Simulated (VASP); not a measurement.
Write the native input for VASP 6.6.1 that does the following.

```yaml
Task: single point
Functional: PBE
Potentials_or_basis: VASP PAW PBE potentials, release 64 (As_d)
Cutoff: 520 eV
k_mesh: 12 × 12 × 1
Occupations: fermi-dirac, width 0.02 eV
Spin: no spin polarisation
Dipole_correction: yes
Second_run: valence_matched
Further_INCAR_settings: ALGO = Normal; EDIFF = 1e-06; NBANDS = 22; NELMDL = -8
```

The structure of As lies in POSCAR:

```
As
1.0
    3.5034105985      0.0000000000      0.0000000000
   -1.7517052992      3.0340425782      0.0000000000
    0.0000000000      0.0000000000     26.4156438000
As
2
Direct
    0.3333333333      0.6666666667      0.3202762771
    0.6666666667      0.3333333333      0.3727911355
```

This cell differs from its parent crystal: strain -2.0%.

One way to write it, as run:

INCAR

```
PREC = Accurate
ENCUT = 520
EDIFF = 1E-6
ISMEAR = -1
SIGMA = 0.02
LREAL = False
LASPH = True
NELM = 120
ALGO = Normal
ISIF = 2
LWAVE = False
LCHARG = True
LDIPOL = True
IDIPOL = 3
DIPOL = 0.5 0.5 0.347
GGA = PE
LELF = True
LVHAR = True
LVACPOTAV = True
NBANDS = 22
GGA_COMPAT = False
NELMDL = -8
```

KPOINTS

```
regular mesh
0
Gamma
  12 12 1
```

Potentials or basis: VASP PAW PBE potentials, release 64 (As_d).

Command:

```bash
$ cat potpaw_PBE.64/As_d/POTCAR > POTCAR
$ mpirun -np 1 vasp_std > vasp.out
```

It gave:

```
Largest force          : 0.467 eV/Å
Band gap on the k mesh : 1.47 eV, indirect (least direct gap 2.27 eV)
```

Caveat: the cell differs from its parent crystal (strain -2.0%).

Run time: 110 s on 1 thread of AMD EPYC 9R45 96-Core Processor (Zen 5), with other jobs on the host, peak memory 0.37 GiB.
